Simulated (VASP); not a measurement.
Write the native input for VASP 6.6.1 that does the following.

- Task: single point
- Functional: LDA
- Potentials or basis: VASP PAW LDA potentials, release 64 (Ge_d, Sb, Te)
- Cutoff: 520 eV
- k mesh: 10 × 10 × 4
- Occupations: gaussian, width 0.05 eV
- Spin: no spin polarisation
- Dipole correction: no
- Further INCAR settings: ALGO = Fast; EDIFF = 1e-06; NBANDS = 44

The structure of Ge2Sb2Te5 lies in POSCAR:

```
Ge2Sb2Te5
1.0
    4.1753194017      0.0000000000      0.0000000000
   -2.0876597008      3.6159326708      0.0000000000
    0.0000000000      0.0000000000     16.9025659873
Ge Sb Te
2 2 5
Direct
    0.0000000000      0.0000000000      0.3390443950
    0.0000000000      0.0000000000      0.6609556050
    0.3333333333      0.6666666667      0.1173667629
    0.6666666667      0.3333333333      0.8826332371
    0.0000000000      0.0000000000      0.0000000000
    0.3333333333      0.6666666667      0.7795982777
    0.6666666667      0.3333333333      0.2204017223
    0.3333333333      0.6666666667      0.4221011146
    0.6666666667      0.3333333333      0.5778988854
```

One way to write it, as run:

INCAR

```
SYSTEM = Ge2Sb2Te5
  PREC = Accurate
  ENCUT = 520
  EDIFF = 1E-6
  ISMEAR = 0
  SIGMA = 0.05
  LREAL = .FALSE.
  LASPH = .TRUE.
  NELM = 80
  ALGO = Fast
  ISIF = 2
  LWAVE = .FALSE.
  LCHARG = .FALSE.
  GGA = CA
  NBANDS = 44
```

KPOINTS

```
Automatic mesh
0
G
  10 10 4
  0 0 0
```

Potentials or basis: VASP PAW LDA potentials, release 64 (Ge_d, Sb, Te).

Command:

```bash
$ cat potpaw_LDA.64/Ge_d/POTCAR potpaw_LDA.64/Sb/POTCAR potpaw_LDA.64/Te/POTCAR > POTCAR
$ mpirun -np 1 vasp_std > vasp.out
```

Results of the run:

The pressure is 0.1 GPa, the largest force is 0.047 eV/Å and the band gap on the k mesh is zero (bands 34 and 35 overlap by 0.12 eV).

Caveat: spin-orbit coupling is left out, which moves the levels of the heavy elements.

Run time: 19 min on 1 thread of Oxide Virtual Turin-like Processor (shared host), peak memory 0.57 GiB.
